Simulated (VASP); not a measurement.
TaN, 2 atoms in the cell. The typed cell holds 2 atoms: a = 2.938 Å, b = 2.951 Å, c = 2.883 Å, α = 90.21°, β = 90.57°, γ = 120.43°.  This cell differs from its parent crystal: equal xy, yz and zx shear strains of -1 %.

| Item | Value |
| --- | --- |
| Program | VASP 6.6.1 |
| Task | single point |
| Functional | LDA |
| Potentials or basis | VASP PAW LDA potentials, release 64 (Ta_pv, N) |
| Cutoff | 520 eV |
| k mesh | 12 × 12 × 10 |
| Occupations | fermi-dirac, width 0.02 eV |
| Spin | no spin polarisation |
| Dipole correction | no |
| Further INCAR settings | ALGO = Normal; EDIFF = 1e-06; NBANDS = 15 |

Potentials or basis: VASP PAW LDA potentials, release 64 (Ta_pv, N).

Run with:

```console
$ cat potpaw_LDA.64/Ta_pv/POTCAR potpaw_LDA.64/N/POTCAR > POTCAR
$ mpirun -np 1 vasp_std > vasp.out
```

Hardware: 1 thread of Intel(R) Xeon(R) 6975P-C (Granite Rapids), on a shared host.

**Question.** How long does it take, and how much memory?

**Answer.** It took 60 s on 1 thread of Intel(R) Xeon(R) 6975P-C (Granite Rapids), with other jobs on the host, peak memory 0.33 GiB. Counts: scf iterations 12, k points 724.
